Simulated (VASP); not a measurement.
Runs of VASP 6.6.1 on HfTa. The structure is that of space group Fm-3m (No. 225), or close to it. The cells are those of the table. 

```csv
task,cell,k mesh,cutoff (eV),gap on the mesh (eV),pressure (GPa),relaxed volume (Å³/atom)
relaxation of cell and atoms,"relaxed from a = 3.689 Å, angles 60.0°, 2 atoms",6 × 6 × 6,600,none,-0.2,22.54
single point,"a = 3.990 Å, angles 60.0°, 2 atoms",6 × 6 × 6,520,none,0.1,-
single point,"a = 3.995 Å, angles 60.0°, 2 atoms",18 × 18 × 18,520,none,-0.2,-
single point,"a = 3.689 Å, angles 60.0°, 2 atoms",6 × 6 × 6,520,none,(a),-
relaxation of cell and atoms,"relaxed from a = 3.990 Å, angles 60.0°, 2 atoms",18 × 18 × 18,600,none,0.0,22.50
```

Alike in all rows: level PBE; potentials or basis VASP PAW PBE potentials, release 64 (Hf_pv, Ta_pv); no spin polarisation; smearing gaussian 0.1 eV.

Question: Estimate the missing entries.

Answer: (a) 36.0.

Caveats: spin-orbit coupling is left out, which moves the levels of the heavy elements; the volume moved by over 15 % at a fixed basis, so the end points are rough (some runs).

A k mesh can miss the band edges, and the runs leave out spin-orbit coupling on Hf, Ta.

A gap of «none» marks levels without a gap at the run's occupations.
